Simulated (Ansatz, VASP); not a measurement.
Two plane-wave programs on Ni3Ge

File INCAR:

```
SYSTEM = Ni3Ge
  ALGO = Fast
  EDIFF = 1E-6
  ENCUT = 520
  GGA = PS
  ISIF = 2
  ISMEAR = 0
  LASPH = .True.
  LCHARG = .False.
  LREAL = .False.
  LWAVE = .False.
  NBANDS = 30
  NELM = 100
  PREC = Accurate
  SIGMA = 0.15
```

The input KPOINTS:

```
k-points
0
Gamma
  14 14 14
  0 0 0
```

Contents of POSCAR:

```
Ni3Ge
1.0
    3.5249142772      0.0264368571      0.0000000000
    0.0264368571      3.5249142772      0.0000000000
    0.0000000000      0.0000000000      3.5249142772
Ni Ge
3 1
Direct
    0.5000000000      0.0000000000      0.5000000000
    0.0000000000      0.5000000000      0.5000000000
    0.5000000000      0.5000000000      0.0000000000
    0.0000000000      0.0000000000      0.0000000000
```

Input for Ansatz:

```yaml
crystal:
  lattice:
    - [3.5249142772, 0.0264368571, 0.0]
    - [0.0264368571, 3.5249142772, 0.0]
    - [0.0, 0.0, 3.5249142772]
  atoms:
    - { symbol: Ni, position: [0.5, 0.0, 0.5] }
    - { symbol: Ni, position: [0.0, 0.5, 0.5] }
    - { symbol: Ni, position: [0.5, 0.5, 0.0] }
    - { symbol: Ge, position: [0.0, 0.0, 0.0] }
basis:
  ecutwfc: 420
kpoints:
  mp_grid: { grid: [14, 14, 14] }
hamiltonian:
  xc: pbesol
scf:
  occupations: { method: gaussian, width: 0.15 }
output:
  forces: true
  stress: true
  eigenvalues: true
  write_density: true
  write_potential: true
  elf: true
  volumetric_format: npy
```

Change from the starting cell: strain +0.0150 x Voigt [0, 0, 0, 0, 0, 1], atoms carried along.

Alike in both runs: task single point; functional PBEsol; k mesh 14 × 14 × 14; occupations gaussian, width 0.15 eV; no spin polarisation.

```csv
,VASP,Ansatz
version,VASP 6.6.1,Ansatz 0.2.0
potentials or method,"VASP PAW PBE potentials, release 64 (Ni, Ge_d), cutoff 520 eV","scalar-relativistic, plane waves, PAW"
valence electrons in the cell,44,68
```

|  | VASP | Ansatz | Ansatz less VASP |
| --- | --- | --- | --- |
| gap on the k mesh at the Fermi level (eV) | none | none | - |
| pressure (GPa) | 0.5 | 0.1 | -0.42 |
| traceless stress, the component that is largest in VASP (GPa) | -1.82 | -1.83 | -0.007 |

VASP's potentials were made for PBE, not for PBEsol. A gap of «none» marks a metal or a gap that the smearing closes. VASP's potentials hold 44 valence electrons a cell and Ansatz's 68, so a difference there can come from the potentials and not from the codes.
